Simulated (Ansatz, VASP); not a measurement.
Given: the input of a run of VASP 6.6.1 on NaF.

Contents of INCAR:

```
SYSTEM = NaF
ALGO     = Normal         ! electronic algorithm
EDIFF    = 1E-7           ! SCF threshold, eV
ENCUT    = 520            ! plane-wave cutoff, eV
GGA      = PS             ! functional
ISIF     = 2              ! what is computed and relaxed
ISMEAR   = 0              ! smearing method
LASPH    = .TRUE.         ! aspherical terms in the spheres
LCHARG   = .TRUE.         ! write CHGCAR
LELF     = .TRUE.         ! ELF
LREAL    = .FALSE.        ! projectors in reciprocal space
LVHAR    = .TRUE.       
LWAVE    = .FALSE.        ! write WAVECAR
NBANDS   = 14             ! bands
NELM     = 80             ! most SCF steps
PREC     = Accurate       ! precision mode
SIGMA    = 0.05           ! smearing width, eV
```

Contents of KPOINTS:

```
k-points
0
G
  10 10 10
  0 0 0
```

POSCAR

```
NaF
1.0
    3.2366325180      0.0000000000      0.0000000000
    1.6183162590      2.8030059834      0.0000000000
    1.6183162590      0.9343353278      2.6426993847
Na F
1 1
Direct
    0.0000000000      0.0000000000      0.0000000000
    0.5000000000      0.5000000000      0.5000000000
```

Potentials or basis: VASP PAW PBE potentials, release 64 (Na_pv, F).

Launch:

```bash
$ cat potpaw_PBE.64/Na_pv/POTCAR potpaw_PBE.64/F/POTCAR > POTCAR
$ mpirun -np 1 vasp_std > vasp.out
```

**Question.** Translate it to Ansatz 0.2.0. Potentials there: Ansatz PAW.

**Answer.** As run (the cutoff follows the program's own potentials):

input.yaml

```yaml
crystal:
  lattice:
    - [3.236632518, 0.0, 0.0]
    - [1.618316259, 2.8030059834, 0.0]
    - [1.618316259, 0.9343353278, 2.6426993847]
  atoms:
    - { symbol: Na, position: [0.0, 0.0, 0.0] }
    - { symbol: F, position: [0.5, 0.5, 0.5] }
hamiltonian:
  xc: pbesol
  pseudopotentials: { kind: paw }
kpoints:
  mp_grid: { grid: [10, 10, 10] }
scf:
  occupations: { method: gaussian, width: 0.05 }
output:
  forces: true
  stress: true
  eigenvalues: true
```

Potentials or basis: Ansatz PAW.

Command:

```sh
$ ansatz run input.yaml --threads 1 --pin off --max-ram 3584MiB --backend cpu --events-out ev --progress --plain --runs-dir out
```

Both were run:

|  | VASP | Ansatz | Ansatz less VASP |
| --- | --- | --- | --- |
| gap on the k mesh at the Fermi level (eV) | 6.36 | 6.38 | +0.020 |
| least direct gap on the mesh (eV) | 6.36 | 6.38 | +0.020 |
| pressure (GPa) | 1.8 | 1.8 | -0.03 |

VASP's potentials were made for PBE, not for PBEsol. The functional is the same, so the differences come from potentials, cutoffs and numerics. VASP's potentials hold 14 valence electrons a cell and Ansatz's 16, so a difference there can come from the potentials and not from the codes.
